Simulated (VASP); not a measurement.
A run of VASP 6.6.1 is set up as follows.

Contents of INCAR:

```
SYSTEM = MgO
PREC = Accurate
ENCUT = 600
EDIFF = 1E-6
ISMEAR = 0
SIGMA = 0.05
LREAL = .FALSE.
LASPH = .TRUE.
NELM = 120
ALGO = Normal
ISIF = 2
LWAVE = .FALSE.
LCHARG = .TRUE.
GGA = PE
LELF = .TRUE.
LVHAR = .TRUE.
NBANDS = 11
GGA_COMPAT = .FALSE.
```

File KPOINTS:

```
Automatic mesh
0
G
  10 10 10
  0 0 0
```

The input POSCAR:

```
MgO
1.0
    0.0000000000      2.1627432290      2.1627432290
    2.1627432290      0.0000000000      2.1627432290
    2.1627432290      2.1627432290      0.0000000000
Mg O
1 1
Direct
    0.0066530921      0.0066530921     -0.0066530921
    0.4898929056      0.4898929056      0.5101070944
```

Potentials or basis: VASP PAW PBE potentials, release 64 (Mg, O).

Run with:

```bash
$ cat potpaw_PBE.64/Mg/POTCAR potpaw_PBE.64/O/POTCAR > POTCAR
$ mpirun -np 1 vasp_std > vasp.out
```

**Question.** Estimate the largest force.

**Answer.** 0.276 eV/Å.

**Question.** Predict the pressure.

**Answer.** -7.3 GPa.

Forces in eV/Å, atoms in the order of the input:
```
Mg   0.000  0.000 -0.276
O    0.000  0.000  0.276
```
